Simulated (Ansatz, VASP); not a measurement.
## ZrO2 in VASP and in Ansatz

Contents of INCAR:

```
SYSTEM = ZrO2
PREC = Accurate ; ENCUT = 600
EDIFF = 1E-6 ; ISMEAR = 0
SIGMA = 0.01 ; LREAL = .False.
LASPH = .True. ; NELM = 120
ALGO = Normal ; ISIF = 2
LWAVE = .False. ; LCHARG = .False.
GGA = PE ; NBANDS = 19
GGA_COMPAT = .False.
```

The input KPOINTS:

```
regular mesh
0
Gamma
  6 6 6
  0 0 0
```

The input POSCAR:

```
ZrO2
1.0
    0.0000000000      2.5517885687      2.5517885687
    2.5517885687      0.0000000000      2.5517885687
    2.5517885687      2.5517885687      0.0000000000
Zr O
1 2
Direct
    0.0000000000      0.0000000000      0.0000000000
    0.2500000000      0.2500000000      0.2500000000
    0.7500000000      0.7500000000      0.7500000000
```

Input for Ansatz:

```yaml
crystal:
  lattice:
    - [0.0, 2.5517885687348865, 2.5517885687348865]
    - [2.5517885687348865, 0.0, 2.5517885687348865]
    - [2.5517885687348865, 2.5517885687348865, 0.0]
  atoms:
    - { symbol: Zr, position: [0.0, 0.0, 0.0] }
    - { symbol: O, position: [0.25, 0.25, 0.25] }
    - { symbol: O, position: [0.75, 0.75, 0.75] }
basis:
  ecutwfc: 500.0
kpoints:
  mp_grid:
    grid: [6, 6, 6]
hamiltonian:
  xc: pbe
scf:
  occupations:
    method: fixed
output:
  stress: true
```

Alike in both runs: task single point; functional PBE; k mesh 6 × 6 × 6; no spin polarisation.

|  | VASP | Ansatz |
| --- | --- | --- |
| version | VASP 6.6.1 | Ansatz 0.2.0 |
| potentials or method | VASP PAW PBE potentials, release 64 (Zr_sv, O), cutoff 600 eV | plane waves, PAW |
| occupations | gaussian, width 0.01 eV | fixed |
| valence electrons in the cell | 24 | 24 |

```tsv
	VASP	Ansatz	Ansatz less VASP
pressure (GPa)	1.8	1.7	-0.07
```
